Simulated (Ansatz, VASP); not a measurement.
# Two plane-wave programs on GdO4

```
Gd O
1.0
     4.56053    0.00000    0.00000
    -2.28026    3.94953    0.00000
     0.00000    0.00000    4.59658
Gd O
1 4
Cartesian
  0.0000 0.0000 2.2983
  2.2803 0.0000 2.2983
  -1.1401 1.9748 2.2983
  1.1401 1.9748 2.2983
  0.0000 0.0000 0.0000
```

Alike in both runs: functional PBE; k mesh 12 × 12 × 8; occupations gaussian, width 0.1 eV; collinear spin.

Ansatz relaxed the structure, and its values are those at the end. VASP's run is a single point on that final structure, the one shown.

```csv
,VASP,Ansatz
version,VASP 6.6.1,Ansatz 0.2.0
potentials or method,"VASP PAW PBE potentials, release 64 (Gd, O), cutoff 520 eV","scalar-relativistic, plane waves, PAW"
valence electrons in the cell,42,42
```

Ansatz gave:

```
gap on the k mesh at the Fermi level (eV)                     : none
pressure (GPa)                                                : 0.0
net moment per atom (μB)                                      : 0.93
size of the moment on the site where the two differ most (μB) : 1.03
```

Question: Estimate VASP's values.

Answer: gap on the k mesh at the Fermi level (eV): none; pressure (GPa): 0.3; net moment per atom (μB): 0.93; size of the moment on the site where the two differ most (μB): 0.91.

Site moments also hang on the region over which each program counts them. A gap of «none» marks a metal or a gap that the smearing closes. With one functional, cell and mesh, what is left measures potentials, basis and numerics.

Spin-orbit coupling is off throughout.
